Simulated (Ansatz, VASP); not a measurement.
**One calculation of BN, two programs**

```xyz
4
Lattice="2.3496 0.0000 0.0000 -1.1748 2.0348 0.0000 0.0000 0.0000 4.2269" Properties=species:S:1:pos:R:3 pbc="T T T"
B     1.1748    0.6783    4.2257
B     0.0000    1.3566    2.1123
N     1.1748    0.6783    2.6430
N     0.0000    1.3566    0.5295
```

Change from the starting cell: strain -0.080 along x and y, +0.000 along z, atoms carried along.

Alike in both runs: task single point; functional PBEsol; k mesh 12 × 12 × 6; occupations gaussian, width 0.05 eV; no spin polarisation.

|  | VASP | Ansatz |
| --- | --- | --- |
| version | VASP 6.6.1 | Ansatz 0.2.0 |
| potentials or method | VASP PAW PBE potentials, release 64 (B, N), cutoff 520 eV | scalar-relativistic, plane waves, PAW |
| valence electrons in the cell | 16 | 16 |

Ansatz gave:

- gap on the k mesh at the Fermi level (eV): 4.25
- least direct gap on the mesh (eV): 6.37
- pressure (GPa): 80.7
- traceless stress, the component that is largest in VASP (GPa): -75.01
- rms of the force components (eV/Å): 0.401

Problem. Which values does VASP return?

Solution. gap on the k mesh at the Fermi level (eV): 4.22; least direct gap on the mesh (eV): 6.36; pressure (GPa): 81.9; traceless stress, the component that is largest in VASP (GPa): -75.57; rms of the force components (eV/Å): 0.414.

VASP's potentials were made for PBE, not for PBEsol. Atom by atom the forces differ by 0.014 eV/Å (rms over components). Both programs put the cell under a high pressure, so it lies far from rest at this level.

Noted on VASP's run: the cell as given lies far from equilibrium.
